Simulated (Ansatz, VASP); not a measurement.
# WSe in VASP and in Ansatz

```
W Se
1.0
     0.00000    2.63537    2.63537
     2.63537    0.00000    2.63537
     2.63537    2.63537    0.00000
W Se
1 1
Direct
  0.00000 0.00000 0.00000
  0.25000 0.25000 0.25000
```

Alike in both runs: task single point; functional PBE; k mesh 12 × 12 × 12; occupations gaussian, width 0.1 eV; collinear spin.

```csv
,VASP,Ansatz
version,VASP 6.6.1,Ansatz 0.2.0
potentials or method,"VASP PAW PBE potentials, release 64 (W_sv, Se), cutoff 520 eV","scalar-relativistic, plane waves, PAW"
valence electrons in the cell,20,30
```

|  | VASP | Ansatz | Ansatz less VASP |
| --- | --- | --- | --- |
| gap on the k mesh at the Fermi level (eV) | none | none | - |
| net moment per atom (μB) | 0.00 | 0.00 | 0.000 |

A gap of «none» marks a metal or a gap that the smearing closes. With one functional, cell and mesh, what is left measures potentials, basis and numerics. VASP's potentials hold 20 valence electrons a cell and Ansatz's 30, so a difference there can come from the potentials and not from the codes. Ansatz's warnings: seeded moment not kept.

Spin-orbit coupling is off throughout.
